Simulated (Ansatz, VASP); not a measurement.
**Ag in VASP and in Ansatz**

```
Ag
1.0
     2.88030    0.00000    0.00000
    -1.44015    2.49442    0.00000
     0.00000    0.00000    9.41338
Ag
4
Direct
  0.00000 0.00000 0.00000
  0.00000 0.00000 0.50000
  0.33333 0.66667 0.25000
  0.66667 0.33333 0.75000
```

Alike in both runs: functional PBE; dispersion D3(BJ); k mesh 18 × 18 × 6; occupations gaussian, width 0.1 eV; no spin polarisation.

Ansatz relaxed the structure, and its values are those at the end. VASP's run is a single point on that final structure, the one shown.

```csv
,VASP,Ansatz
version,VASP 6.6.1,Ansatz 0.2.0
potentials or method,"VASP PAW PBE potentials, release 64 (Ag), cutoff 520 eV","scalar-relativistic, plane waves, PAW"
valence electrons in the cell,44,76
```

```tsv
	VASP	Ansatz	Ansatz less VASP
gap on the k mesh at the Fermi level (eV)	none	none	-
pressure (GPa)	-0.2	0.0	+0.17
```

A gap of «none» marks a metal or a gap that the smearing closes. VASP's potentials hold 44 valence electrons a cell and Ansatz's 76, so a difference there can come from the potentials and not from the codes.
